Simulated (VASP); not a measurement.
# Si (Fm-3m) in VASP: notebook

Runs on Si. Level: PBE. Tasks: relaxation of cell and atoms.

All numbers are computed with VASP 6.6.1; they aren't measurements. Logs are shortened: lines on timing, memory, paths and dates and some standing lists are left out, and cuts for length are marked.

## 1. The cell of the first run

Symmetry: Fm-3m, No. 225, cubic system. Conventional cell: a = 3.079 Å, b = 3.079 Å, c = 3.079 Å, α = 90.00°, β = 90.00°, γ = 90.00°. Si (site symmetry m-3m) has 12 Si at 2.18 Å within 2.9 Å.

## 2. Relaxation of cell and atoms, PBE, target pressure 260 GPa, at which the enthalpy is minimised

Input file INCAR:

```
SYSTEM = Si
  PREC = Accurate
  ENCUT = 600
  EDIFF = 1E-6
  ISMEAR = -1
  SIGMA = 0.05
  LREAL = .False.
  LASPH = .True.
  NELM = 100
  ALGO = Normal
  ISIF = 3
  LWAVE = .False.
  LCHARG = .False.
  GGA = PE
  IBRION = 2
  NSW = 32
  EDIFFG = -0.005
  PSTRESS = 2600.0
```

Input file KPOINTS:

```
Automatic mesh
0
Gamma
  21 21 21
  0 0 0
```

Input file POSCAR:

```
Si
1.0
    0.0000000000      1.5395883414      1.5395883414
    1.5395883414      0.0000000000      1.5395883414
    1.5395883414      1.5395883414      0.0000000000
Si
1
Direct
    0.0000000000      0.0000000000      0.0000000000
```

Potentials or basis: VASP PAW PBE potentials, release 64 (Si).

The run is started by

```bash
$ cat potpaw_PBE.64/Si/POTCAR > POTCAR
$ mpirun -np 1 vasp_std > vasp.out
```

OUTCAR:

```text
SYSTEM = Si
   PREC = Accurate
   ENCUT = 600
   EDIFF = 1E-6
   ISMEAR = -1
   LREAL = .False.
   LASPH = .True.
   NELM = 100
   ISIF = 3
   GGA = PE
   IBRION = 2
   NSW = 32
   EDIFFG = -0.005
   PSTRESS = 2600.0

 ion  position               nearest neighbor table
   1  0.000  0.000  0.000-

  LATTYP: Found a face centered cubic cell.
 ALAT       =     3.0791766828

  Lattice vectors:

 A1 = (   0.0000000000,   1.5395883414,   1.5395883414)
 A2 = (   1.5395883414,   0.0000000000,   1.5395883414)
 A3 = (   1.5395883414,   1.5395883414,   0.0000000000)

Analysis of symmetry for initial positions (statically):
=====================================================================
 Subroutine PRICEL returns:
 Original cell was already a primitive cell.

 Routine SETGRP: Setting up the symmetry group for a
 face centered cubic supercell.

 Subroutine GETGRP returns: Found 48 space group operations
 (whereof 48 operations were pure point group operations)
 out of a pool of 48 trial point group operations.

The static configuration has the point symmetry O_h .

Analysis of symmetry for dynamics (positions and initial velocities):
=====================================================================
 Subroutine PRICEL returns:
 Original cell was already a primitive cell.

 Routine SETGRP: Setting up the symmetry group for a
 face centered cubic supercell.

 Subroutine GETGRP returns: Found 48 space group operations
 (whereof 48 operations were pure point group operations)
 out of a pool of 48 trial point group operations.

The dynamic configuration has the point symmetry O_h .

 Subroutine INISYM returns: Found 48 space group operations
 (whereof 48 operations are pure point group operations),
 and found     1 'primitive' translations

----------------------------------------------------------------------------------------

                                     Primitive cell

  volume of cell :       7.2987

  direct lattice vectors                    reciprocal lattice vectors
     0.000000000  1.539588341  1.539588341    -0.324762137  0.324762137  0.324762137
     1.539588341  0.000000000  1.539588341     0.324762137 -0.324762137  0.324762137
     1.539588341  1.539588341  0.000000000     0.324762137  0.324762137 -0.324762137

  length of vectors
     2.177306713  2.177306713  2.177306713     0.562504522  0.562504522  0.562504522

  position of ions in fractional coordinates (direct lattice)
     0.000000000  0.000000000  0.000000000

  ion indices of the primitive-cell ions
   primitive index   ion index
                 1           1

----------------------------------------------------------------------------------------

 KPOINTS: Automatic mesh

Automatic generation of k-mesh.
 Grid dimensions read from file:
 generate k-points for:   21   21   21

 Generating k-lattice:

  Cartesian coordinates                     Fractional coordinates (reciprocal lattice)
    -0.015464864  0.015464864  0.015464864     0.047619048  0.000000000  0.000000000
     0.015464864 -0.015464864  0.015464864     0.000000000  0.047619048  0.000000000
     0.015464864  0.015464864 -0.015464864     0.000000000  0.000000000  0.047619048

  Length of vectors
     0.026785930  0.026785930  0.026785930

  Shift w.r.t. Gamma in fractional coordinates (k-lattice)
     0.000000000  0.000000000  0.000000000

 Subroutine IBZKPT returns following result:
 ===========================================

 Found    286 irreducible k-points:

 Following reciprocal coordinates:
            Coordinates               Weight
  0.000000  0.000000  0.000000      1.000000
  0.047619  0.000000  0.000000      8.000000
  0.095238  0.000000  0.000000      8.000000
  0.142857  0.000000  0.000000      8.000000
  0.190476  0.000000  0.000000      8.000000
  0.238095  0.000000  0.000000      8.000000
[... 16 lines left out ...]
 -0.428571  0.047619  0.000000     24.000000
 -0.380952  0.047619  0.000000     24.000000
 [... further k-points ...]
   k-points           NKPTS =    286   k-points in BZ     NKDIM =    286   number of bands    NBANDS=      6
   number of dos      NEDOS =    301   number of ions     NIONS =      1
   total plane-waves  NPLWV =   5832
   dimension x,y,z NGX =    18 NGY =   18 NGZ =   18
   dimension x,y,z NGXF=    36 NGYF=   36 NGZF=   36
   ions per type =               1
   NGX,Y,Z   is equivalent  to a cutoff of  13.74, 13.74, 13.74 a.u.
   NGXF,Y,Z  is equivalent  to a cutoff of  27.49, 27.49, 27.49 a.u.
 SYSTEM =  Si
   PREC   = accura    normal or accurate (medium, high low for compatibility)
   ISTART =      0    job   : 0-new  1-cont  2-samecut
   ICHARG =      2    charge: 1-file 2-atom 10-const
   ISPIN  =      1    spin polarized calculation?
   LNONCOLLINEAR =      F non collinear calculations
   LSORBIT =      F    spin-orbit coupling
   LASPH  =      T    aspherical Exc in radial PAW
   ENCUT  =  600.0 eV  44.10 Ry    6.64 a.u.   4.35  4.35  4.35*2*pi/ulx,y,z
   NELM   =    100;   NELMIN=  2; NELMDL= -5     # of ELM steps
   EDIFF  = 0.1E-05   stopping-criterion for ELM
   LREAL  =      F    real-space projection
   EDIFFG = -.5E-02   stopping-criterion for IOM
   NSW    =     32    number of steps for IOM
   IBRION =      2    ionic relax: 0-MD 1-quasi-New 2-CG
   NFREE  =      1    steps in history (QN), initial steepest desc. (CG)
   ISIF   =      3    stress and relaxation
   ISYM   =      2    0-nonsym 1-usesym 2-fastsym
   POTIM  = 0.5000    time-step for ionic-motion
   TEBEG  =    0.0;   TEEND  =   0.0 temperature during run
   PSTRESS= 2600.0 pullay stress
   NELECT =       4.0000    total number of electrons
   NUPDOWN=      -1.0000    fix difference up-down
   EMIN   =  10.00;   EMAX   =-10.00  energy-range for DOS
   EFERMI =   0.00;   METHOD = LEGACY
   ISMEAR =    -1;   SIGMA  =   0.05  broadening in eV -4-tet -1-fermi 0-gaus
   EFERMI_NEDOS =   21; number of points for ismear=-14 and -15
   IALGO  =     38    algorithm
   IMIX   =      4    mixing-type and parameters
     AMIX     =   0.40;   BMIX     =  1.00
     AMIX_MAG =   1.60;   BMIX_MAG =  1.00
  volume/ion in A,a.u.               =       7.30        49.25
  Fermi-wavevector in a.u.,A,eV,Ry     =   1.339718  2.531701 24.420357  1.794846
  Thomas-Fermi vector in A             =   2.468088
   LORBIT       =      0    0 simple, 1 ext, 2 COOP (PROOUT), +10 PAW based schemes
   GGA     = PE    functional components
   LHFCALC =     F    Hartree Fock is set to
   AEXX    =    0.0000 exact exchange contribution
   IVDW    =     0    specifies the selected vdW correction
   LEPSILON=     F    determine dielectric tensor
   LRPA    =     F    only Hartree local field effects (RPA)
 conjugate gradient relaxation of ions
 non-spin polarized calculation
  energy-cutoff  :      600.00
  volume of cell :        7.30
 maximum number of plane-waves:       262
 NGX is ok and might be reduce to    18
   NGX =  9   NGY =  9   NGZ =  9

--------------------------------------- Ionic step        1  -------------------------------------------

 number of electron       4.0000000 magnetization

 Free energy of the ion-electron system (eV)
  ---------------------------------------------------
  ext. energy  EPLUGINS =         0.00000000
  ---------------------------------------------------
  free energy    TOTEN  =        -1.82105050 eV

  energy without entropy =       -1.81889715  energy(sigma->0) =       -1.81997383

------------------------ aborting loop because EDIFF is reached ----------------------------------------

  FORCE on cell =-STRESS in cart. coord.  units (eV):
  Direction    XX          YY          ZZ          XY          YZ          ZX
  --------------------------------------------------------------------------------------
  -------------------------------------------------------------------------------------
  Total       11.7757370     11.7757370     11.7757370      0.0000000      0.0000000     -0.0000000
  in kB     2584.9660499   2584.9660499   2584.9660499      0.0000000      0.0000000     -0.0000000
  external PRESSURE =     -15.0339501 kB  Pullay stress =    2600.0000000 kB
[... 59 lines left out ...]
  enthalpy is  TOTEN    =        10.0246509544 eV   P V=       11.7272119160

--------------------------------------- Ionic step        3  -------------------------------------------

 number of electron       4.0000000 magnetization

 Free energy of the ion-electron system (eV)
  ---------------------------------------------------
  ext. energy  EPLUGINS =         0.00000000
  ---------------------------------------------------
  free energy    TOTEN  =        -1.80246807 eV

  energy without entropy =       -1.80032377  energy(sigma->0) =       -1.80139592

 E-fermi :  21.8006     XC(G=0): -14.2082

 val. band max:       21.7712676603   @ k =  -0.2857   0.3333   0.1429
 cond. band min:      21.8510975409   @ k =  -0.2381   0.1429   0.0000
 fundamental gap:      0.0798298806
 Fermi energy:        21.8005890996

 k-point     1 :       0.0000    0.0000    0.0000
  band No.  band energies     occupation
      1      -0.2668      2.00000
      2      37.0601      0.00000
      3      37.0601      0.00000
      4      37.0601      0.00000
      5      44.1768      0.00000
      6      44.2021      0.00000

 k-point     2 :       0.0476    0.0000    0.0000
  band No.  band energies     occupation
      1      -0.1635      2.00000
      2      35.6883      0.00000
      3      36.9651      0.00000
      4      36.9651      0.00000
      5      44.0720      0.00000
      6      44.4331      0.00000
[... 190 lines left out ...]
 k-point    24 :      -0.3810    0.0476    0.0000
  band No.  band energies     occupation
      1       6.7509      2.00000
      2      15.6396      2.00000
      3      33.3740      0.00000
      4      35.6957      0.00000
      5      39.5505      0.00000
      6      40.3049      0.00000

 [... further k-points ...]
[... 5 lines left out ...]
  --------------------------------------------------------------------------------------
  -------------------------------------------------------------------------------------
  Total       11.8266438     11.8266438     11.8266438      0.0000000      0.0000000     -0.0000000
  in kB     2600.2326721   2600.2326721   2600.2326721      0.0000000      0.0000000     -0.0000000
  external PRESSURE =       0.2326721 kB  Pullay stress =    2600.0000000 kB
[... 16 lines left out ...]
  FREE ENERGIE OF THE ION-ELECTRON SYSTEM (eV)
  ---------------------------------------------------
  free  energy   TOTEN  =        -1.8024680701 eV

  energy  without entropy=       -1.8003237693  energy(sigma->0) =       -1.80139592

  enthalpy is  TOTEN    =        10.0231174556 eV   P V=       11.8255855257

 reached required accuracy - stopping structural energy minimisation
```

Wall time 13 s (1 thread of Intel Xeon 6975P-C (Granite Rapids), shared host); peak memory 0.12 GiB.

Results:

```yaml
Free_energy: -1.8025 eV
Relaxed_volume: 7.29 Å³/atom
Relaxed_cell: a = 2.176 Å, b = 2.176 Å, c = 2.176 Å, α = 60.00°, β = 60.00°, γ = 60.00°
Space_group_after_relaxing_to_0.05_Å: Fm-3m (No. 225)
Energy_change_on_relaxing_the_enthalpy_is_what_falls: +18.6 meV/atom
Ionic_steps: 3
Pressure_after_relaxing: 260.0 GPa
Band_gap_on_the_k_mesh: zero (band 2 reaches 37.06 eV, above the bottom of band 3 at 17.63 eV)
```

The path:
```csv
step,energy change (eV),largest force (eV/Å),pressure (GPa),volume (Å³)
1,0.0000,0.0000,258.50,7.30
2,0.1185,0.0000,268.19,7.23
3,0.0186,0.0000,260.02,7.29
```

Final structure:
```xyz
1
Lattice="0.0000 1.5388 1.5388 1.5388 0.0000 1.5388 1.5388 1.5388 0.0000" Properties=species:S:1:pos:R:3 pbc="T T T"
Si    0.0000    0.0000    0.0000
```

Levels at points of the mesh, in eV from the Fermi level:
```
           k point  band 1  band 2  band 3  band 4  band 5  band 6
(0.00, 0.00, 0.00)  -22.07   15.26   15.26   15.26   22.38   22.40
```

Caveat: the cell is relaxed towards a set pressure, so the enthalpy falls and the energy may rise.

## 3. Relaxation of cell and atoms, PBE

This run uses another cell than the first one, of 16.00 Å³/atom, 2.192 times its volume.

Input file INCAR:

```
PREC = Accurate
ENCUT = 600
EDIFF = 1E-7
ISMEAR = -1
SIGMA = 0.05
LREAL = False
LASPH = True
NELM = 100
ALGO = Normal
ISIF = 3
LWAVE = False
LCHARG = False
GGA = PE
IBRION = 2
NSW = 60
EDIFFG = -0.005
```

Input file KPOINTS:

```
regular mesh
0
Gamma
  17 17 17
```

Input file POSCAR:

```
Si
1.0
    0.0000000000      2.0000000000      2.0000000000
    2.0000000000      0.0000000000      2.0000000000
    2.0000000000      2.0000000000      0.0000000000
Si
1
Direct
    0.0000000000      0.0000000000      0.0000000000
```

Potentials or basis: VASP PAW PBE potentials, release 64 (Si).

The run is started by

```bash
$ cat potpaw_PBE.64/Si/POTCAR > POTCAR
$ mpirun -np 1 vasp_std > vasp.out
```

OUTCAR:

```text
PREC = Accurate
   ENCUT = 600
   EDIFF = 1E-7
   ISMEAR = -1
   LREAL = False
   LASPH = True
   NELM = 100
   ISIF = 3
   GGA = PE
   IBRION = 2
   NSW = 60
   EDIFFG = -0.005

 ion  position               nearest neighbor table
   1  0.000  0.000  0.000-

  LATTYP: Found a face centered cubic cell.
 ALAT       =     4.0000000000

  Lattice vectors:

 A1 = (   0.0000000000,   2.0000000000,   2.0000000000)
 A2 = (   2.0000000000,   0.0000000000,   2.0000000000)
 A3 = (   2.0000000000,   2.0000000000,   0.0000000000)

Analysis of symmetry for initial positions (statically):
=====================================================================
 Subroutine PRICEL returns:
 Original cell was already a primitive cell.

 Routine SETGRP: Setting up the symmetry group for a
 face centered cubic supercell.

 Subroutine GETGRP returns: Found 48 space group operations
 (whereof 48 operations were pure point group operations)
 out of a pool of 48 trial point group operations.

The static configuration has the point symmetry O_h .

Analysis of symmetry for dynamics (positions and initial velocities):
=====================================================================
 Subroutine PRICEL returns:
 Original cell was already a primitive cell.

 Routine SETGRP: Setting up the symmetry group for a
 face centered cubic supercell.

 Subroutine GETGRP returns: Found 48 space group operations
[... 132 lines left out ...]
 conjugate gradient relaxation of ions
 non-spin polarized calculation
  energy-cutoff  :      600.00
  volume of cell :       16.00
 maximum number of plane-waves:       548
   NGX = 11   NGY = 11   NGZ = 11

--------------------------------------- Ionic step        1  -------------------------------------------

 number of electron       4.0000000 magnetization

 Free energy of the ion-electron system (eV)
  ---------------------------------------------------
  ext. energy  EPLUGINS =         0.00000000
  ---------------------------------------------------
  free energy    TOTEN  =        -4.85588153 eV

  energy without entropy =       -4.85304389  energy(sigma->0) =       -4.85446271

 E-fermi :   8.8705     XC(G=0): -10.7910

 val. band max:        8.7938765996   @ k =  -0.2353   0.2353   0.0000
 cond. band min:       8.8887739861   @ k =  -0.3529   0.4118   0.1765
 fundamental gap:      0.0948973865
 Fermi energy:         8.8705133686

 k-point     1 :       0.0000    0.0000    0.0000
  band No.  band energies     occupation
      1      -4.6608      2.00000
      2      18.8665      0.00000
      3      18.8665      0.00000
      4      18.8665      0.00000
      5      20.4411      0.00000
      6      20.4411      0.00000
[... 276 lines left out ...]
--------------------------------------- Ionic step        3  -------------------------------------------

 number of electron       4.0000000 magnetization

 Free energy of the ion-electron system (eV)
  ---------------------------------------------------
  ext. energy  EPLUGINS =         0.00000000
  ---------------------------------------------------
  free energy    TOTEN  =        -4.88694555 eV

  energy without entropy =       -4.88309085  energy(sigma->0) =       -4.88501820

 E-fermi :  10.1861     XC(G=0): -11.1877

 val. band max:       10.1459735785   @ k =  -0.1765   0.2941   0.1176
 cond. band min:      10.2328912708   @ k =   0.4706   0.3529   0.0588
 fundamental gap:      0.0869176923
 Fermi energy:        10.1860954189

 k-point     1 :       0.0000    0.0000    0.0000
  band No.  band energies     occupation
      1      -4.2910      2.00000
      2      21.2633      0.00000
      3      21.2633      0.00000
      4      21.2633      0.00000
      5      22.0673      0.00000
      6      22.0673      0.00000
[... 235 lines left out ...]
  FREE ENERGIE OF THE ION-ELECTRON SYSTEM (eV)
  ---------------------------------------------------
  free  energy   TOTEN  =        -4.8869455458 eV

  energy  without entropy=       -4.8830908531  energy(sigma->0) =       -4.88501820

 reached required accuracy - stopping structural energy minimisation
```

OSZICAR:

```text
N       E                     dE             d eps       ncg     rms          rms(c)
DAV:   1    -0.118941549631E+01   -0.11894E+01   -0.19046E+03  2046   0.575E+02
DAV:   2    -0.483662812449E+01   -0.36472E+01   -0.33601E+01  2766   0.431E+01
DAV:   3    -0.487247624224E+01   -0.35848E-01   -0.35794E-01  2550   0.455E+00
[... 18 lines left out ...]
   2 F= -.48866734E+01 E0= -.48847157E+01  d E =-.307919E-01
       N       E                     dE             d eps       ncg     rms          rms(c)
DAV:   1    -0.488709855631E+01   -0.42518E-03   -0.86357E-03  2088   0.502E-01    0.887E-02
DAV:   2    -0.488700116810E+01    0.97388E-04   -0.55291E-05  2460   0.744E-02    0.492E-02
DAV:   3    -0.488694545267E+01    0.55715E-04   -0.63916E-05  2118   0.460E-02    0.148E-02
DAV:   4    -0.488694554580E+01   -0.93124E-07   -0.17923E-07  2706   0.500E-03
   3 F= -.48869455E+01 E0= -.48850182E+01  d E =-.310640E-01
```

CONTCAR:

```text
Si
   1.00000000000000
     0.0000000000000000    1.9352713396446712    1.9352713396446712
     1.9352713396446712   -0.0000000000000001    1.9352713396446712
     1.9352713396446712    1.9352713396446712   -0.0000000000000000
  Si
     1
Direct
     0.0000000000000000    0.0000000000000000    0.0000000000000000

  0.00000000E+00  0.00000000E+00  0.00000000E+00
```

Run time: 12 s. Hardware: 1 thread of Intel Xeon 6975P-C (Granite Rapids), shared host; peak memory 0.14 GiB.

What came out:

```yaml
Free_energy: -4.8869 eV
Relaxed_volume: 14.50 Å³/atom
Relaxed_cell: a = 2.737 Å, b = 2.737 Å, c = 2.737 Å, α = 60.00°, β = 60.00°, γ = 60.00°
Space_group_after_relaxing_to_0.05_Å: Fm-3m (No. 225)
Energy_gained_by_relaxing: 31.1 meV/atom
Ionic_steps: 3
Pressure_after_relaxing: 0.0 GPa
Band_gap_on_the_k_mesh: zero (band 2 reaches 21.26 eV, above the bottom of band 3 at 7.19 eV)
```

The path:
```csv
step,energy change (eV),largest force (eV/Å),pressure (GPa),volume (Å³)
1,0.0000,0.0000,-6.13,16.00
2,-0.0308,0.0000,-0.67,14.62
3,-0.0311,0.0000,-0.01,14.50
```

Final structure:
```
Si
1.0
     0.00000    1.93527    1.93527
     1.93527    0.00000    1.93527
     1.93527    1.93527    0.00000
Si
1
Cartesian
  0.0000 0.0000 0.0000
```

Levels at points of the mesh, in eV from the Fermi level:
| k point | band 1 | band 2 | band 3 | band 4 | band 5 | band 6 |
| --- | --- | --- | --- | --- | --- | --- |
| (0.00, 0.00, 0.00) | -14.48 | 11.08 | 11.08 | 11.08 | 11.88 | 11.88 |
